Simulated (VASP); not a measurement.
Here is a VASP 6.6.1 calculation.

INCAR

```
SYSTEM = BP
PREC = Accurate ; ENCUT = 520
EDIFF = 1E-8 ; ISMEAR = 0
SIGMA = 0.01 ; LREAL = .FALSE.
LASPH = .TRUE. ; NELM = 60
ALGO = Normal ; ISIF = 2
LWAVE = .FALSE. ; LCHARG = .FALSE.
METAGGA = R2SCAN ; LMIXTAU = .TRUE.
IBRION = 6 ; NFREE = 2
POTIM = 0.015 ; NSW = 1
```

File KPOINTS:

```
Automatic mesh
0
G
  8 8 8
  0 0 0
```

File POSCAR:

```
BP
1.0
    2.2110775713      2.2110775713      0.0000000000
   -2.2110775713      2.2110775713      0.0000000000
    0.0000000000      2.2110775713      2.2110775713
B P
1 1
Direct
    0.0000000000      0.0000000000      0.0000000000
    0.7500000000      0.2500000000      0.5000000000
```

Potentials or basis: VASP PAW PBE potentials, release 64 (B, P).

Run with:

```console
$ cat potpaw_PBE.64/B/POTCAR potpaw_PBE.64/P/POTCAR > POTCAR
$ mpirun -np 1 vasp_std > vasp.out
```

**Question.** Estimate the highest phonon frequency at Γ, LO-TO splitting left out.

**Answer.** 882 cm⁻¹.

Phonon frequencies in cm⁻¹ (negative: imaginary):
| q point | frequencies |
| --- | --- |
| (0.000, 0.000, 0.000) | 0 0 0 882 882 882 |

Caveat: the cell stands under pressure or tension, which shifts response properties.
